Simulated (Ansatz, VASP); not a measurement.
**One calculation of HfB, two programs**

The input INCAR:

```
PREC = Accurate
ENCUT = 520
EDIFF = 1E-6
ISMEAR = 0
SIGMA = 0.15
LREAL = False
LASPH = True
NELM = 60
ALGO = Normal
ISIF = 2
LWAVE = False
LCHARG = True
GGA = PE
LELF = True
LVHAR = True
NBANDS = 14
```

File KPOINTS:

```
regular mesh
0
Gamma
  18 18 18
```

File POSCAR:

```
HfB
1.0
    0.0000000000      2.3100000000      2.3100000000
    2.3100000000      0.0000000000      2.3100000000
    2.3100000000      2.3100000000      0.0000000000
Hf B
1 1
Direct
    0.5000000000      0.5000000000      0.5000000000
   -0.0324675325     -0.0324675325      0.0324675325
```

Input for Ansatz:

```yaml
crystal:
  lattice:
    - [0.0, 2.31, 2.31]
    - [2.31, 0.0, 2.31]
    - [2.31, 2.31, 0.0]
  atoms:
    - { symbol: Hf, position: [0.5, 0.5, 0.5] }
    - { symbol: B, position: [-0.0324675325, -0.0324675325, 0.0324675325] }
basis:
  ecutwfc: 420
kpoints:
  mp_grid: { grid: [18, 18, 18] }
hamiltonian:
  xc: pbe
scf:
  occupations: { method: gaussian, width: 0.15 }
output:
  forces: true
  stress: true
  eigenvalues: true
```

Change from the starting cell: all B atoms moved +0.150 Å, as atom 2 towards its neighbour atom 1 (Hf) at 2.310 Å.

Alike in both runs: task single point; functional PBE; k mesh 18 × 18 × 18; occupations gaussian, width 0.15 eV; no spin polarisation.

|  | VASP | Ansatz |
| --- | --- | --- |
| version | VASP 6.6.1 | Ansatz 0.2.0 |
| potentials or method | VASP PAW PBE potentials, release 64 (Hf_pv, B), cutoff 520 eV | scalar-relativistic, plane waves, PAW |
| valence electrons in the cell | 13 | 29 |

|  | VASP | Ansatz | Ansatz less VASP |
| --- | --- | --- | --- |
| gap on the k mesh at the Fermi level (eV) | none | none | - |
| rms of the force components (eV/Å) | 1.078 | 1.075 | -0.0030 |

Atom by atom the forces differ by 0.003 eV/Å (rms over components). A gap of «none» marks a metal or a gap that the smearing closes. With one functional, cell and mesh, what is left measures potentials, basis and numerics. VASP's potentials hold 13 valence electrons a cell and Ansatz's 29, so a difference there can come from the potentials and not from the codes.

Spin-orbit coupling is off throughout.
